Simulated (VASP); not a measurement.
A run of VASP 6.6.1:

Contents of INCAR:

```
PREC = Accurate
ENCUT = 520
EDIFF = 1E-7
ISMEAR = 0
SIGMA = 0.1
LREAL = False
LASPH = True
NELM = 60
ALGO = Normal
ISIF = 2
LWAVE = False
LCHARG = False
LDIPOL = True
IDIPOL = 3
DIPOL = 0.5 0.5 0.342
GGA = PE
NBANDS = 38
```

The input KPOINTS:

```
Automatic mesh
0
Gamma
  9 9 1
```

File POSCAR:

```
Ti3N3O
1.0
    3.0028555065      0.0000000000      0.0000000000
    0.0000000000      3.0028555065      0.0000000000
    0.0000000000      0.0000000000     19.7584945265
Ti N O
3 3 1
Direct
    0.5000000000      0.5000000000      0.2024445736
    0.0000000000      0.0000000000      0.3072496201
    0.6643826578      0.5000000000      0.4576103632
    0.0000000000      0.0000000000      0.2024445736
    0.5000000000      0.5000000000      0.3055678856
   -0.1231044589      0.0000000000      0.4048462639
    0.1250000000      0.5000000000      0.5122146262
```

Potentials or basis: VASP PAW PBE potentials, release 64 (Ti_sv, N, O).

Launch:

```bash
$ cat potpaw_PBE.64/Ti_sv/POTCAR potpaw_PBE.64/N/POTCAR potpaw_PBE.64/O/POTCAR > POTCAR
$ mpirun -np 1 vasp_std > vasp.out
```

Hardware: 1 thread of Intel Xeon 6975P-C, with other jobs on the host.

Question: Estimate the wall time of this run.

Answer: Run time: 7.3 min on 1 thread of Intel Xeon 6975P-C, on a shared host, peak memory 0.36 GiB. Counts: scf iterations 33, k points 25.
